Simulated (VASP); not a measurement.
Wanted: the native input for a VASP 6.6.1 run.

| Property | Result |
| --- | --- |
| Task | single point |
| Functional | PBE |
| Potentials or basis | VASP PAW PBE potentials, release 64 (Ti_sv) |
| Cutoff | 520 eV |
| k mesh | 16 × 16 × 16 |
| Occupations | gaussian, width 0.05 eV |
| Spin | no spin polarisation |
| Dipole correction | no |
| Further INCAR settings | ALGO = Normal; EDIFF = 1e-06; NBANDS = 12 |

The structure of Ti lies in POSCAR:

```
Ti
1.0
    0.0000000000      2.0300000000      2.0300000000
    2.0300000000      0.0000000000      2.0300000000
    2.0300000000      2.0300000000      0.0000000000
Ti
1
Direct
    0.0000000000      0.0000000000      0.0000000000
```

One way to write it, as run:

INCAR

```
SYSTEM = Ti
PREC = Accurate
ENCUT = 520
EDIFF = 1E-6
ISMEAR = 0
SIGMA = 0.05
LREAL = .False.
LASPH = .True.
NELM = 100
ALGO = Normal
ISIF = 2
LWAVE = .False.
LCHARG = .True.
GGA = PE
LELF = .True.
LVHAR = .True.
NBANDS = 12
```

KPOINTS

```
regular mesh
0
Gamma
  16 16 16
  0 0 0
```

Potentials or basis: VASP PAW PBE potentials, release 64 (Ti_sv).

Launch:

```bash
$ cat potpaw_PBE.64/Ti_sv/POTCAR > POTCAR
$ mpirun -np 1 vasp_std > vasp.out
```

It gave:

The pressure is 4.1 GPa and the band gap on the k mesh is zero (band 6 reaches 9.52 eV, above the bottom of band 7 at 8.23 eV).

It took 13 s on 1 thread of Intel(R) Xeon(R) Platinum 8488C (Sapphire Rapids) (shared host), peak memory 0.15 GiB.
